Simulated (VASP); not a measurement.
Input of a VASP 6.6.1 run:

The input INCAR:

```
PREC = Accurate
ENCUT = 520
EDIFF = 1E-7
ISMEAR = -1
SIGMA = 0.08
LREAL = F
LASPH = T
NELM = 60
ALGO = Normal
ISIF = 2
LWAVE = F
LCHARG = F
GGA = PS
NBANDS = 16
```

The input KPOINTS:

```
regular mesh
0
Gamma
  15 15 13
```

File POSCAR:

```
TiB2
1.0
    3.0291982016     -0.0151459910     -0.0151459910
   -1.5277159138      2.6309355912     -0.0055438175
   -0.0161420000     -0.0161420000      3.2284000000
Ti B
1 2
Direct
    0.0000000000      0.0000000000      0.0000000000
    0.3333333333      0.6666666667      0.5000000000
    0.6666666667      0.3333333333      0.5000000000
```

Potentials or basis: VASP PAW PBE potentials, release 64 (Ti_sv, B).

Launch:

```bash
$ cat potpaw_PBE.64/Ti_sv/POTCAR potpaw_PBE.64/B/POTCAR > POTCAR
$ mpirun -np 1 vasp_std > vasp.out
```

Q: Predict the largest force.

A: 0.037 eV/Å.

Q: What does it give for the band gap on the k mesh?

A: Zero (bands 9 and 10 overlap by 0.42 eV).

Q: Predict the pressure.

A: -4.7 GPa.

Forces on the atoms (eV/Å):
```
Ti   0.000  0.000  0.000
B    0.037  0.001 -0.001
B   -0.037 -0.001  0.001
```

Caveat: the cell differs from its parent crystal (equal xy, yz and zx shear strains of -1 %); the cell stands under tension; the PAW data sets were made with another functional, which shifts forces and pressure a little.
